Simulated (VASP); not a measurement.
Wanted: the native input for a VASP 6.6.1 run.

```yaml
Task: single point
Functional: PBEsol
Potentials_or_basis: VASP PAW PBE potentials, release 64 (Cd, Se)
Cutoff: 500 eV
k_mesh: 6 × 6 × 6
Occupations: fermi-dirac, width 0.1 eV
Spin: no spin polarisation
Dipole_correction: no
Further_INCAR_settings: ALGO = Normal; EDIFF = 1e-06; NBANDS = 16
```

The structure of CdSe lies in POSCAR:

```
CdSe
1.0
    4.0643900000      0.0000000000      0.0000000000
    2.0321950000      3.5198649909      0.0000000000
    2.0321950000      1.1732883303      3.3185605386
Cd Se
1 1
Direct
    0.0000000000      0.0000000000      0.0000000000
    0.5000000000      0.5000000000      0.5000000000
```

The input as run:

INCAR

```
SYSTEM = CdSe
ALGO = Normal
EDIFF = 1E-6
ENCUT = 500
GGA = PS
GGA_COMPAT = .FALSE.
ISIF = 2
ISMEAR = -1
LASPH = .TRUE.
LCHARG = .FALSE.
LREAL = .FALSE.
LWAVE = .FALSE.
NBANDS = 16
NELM = 120
PREC = Accurate
SIGMA = 0.1
```

KPOINTS

```
k-points
0
G
  6 6 6
  0 0 0
```

Potentials or basis: VASP PAW PBE potentials, release 64 (Cd, Se).

Run with:

```bash
$ cat potpaw_PBE.64/Cd/POTCAR potpaw_PBE.64/Se/POTCAR > POTCAR
$ mpirun -np 1 vasp_std > vasp.out
```

It gave:

- Pressure: -3.4 GPa
- Band gap on the k mesh: zero (bands 9 and 10 overlap by 0.50 eV)

Caveat: the cell stands under tension; semilocal functionals underestimate gaps, and a narrow one can read as zero; the PAW data sets were made with another functional, which shifts forces and pressure a little.

It took 12 s on 1 thread of Intel(R) Xeon(R) Platinum 8259CL CPU @ 2.50GHz (Skylake/Cascade Lake), on a shared host, peak memory 0.17 GiB.
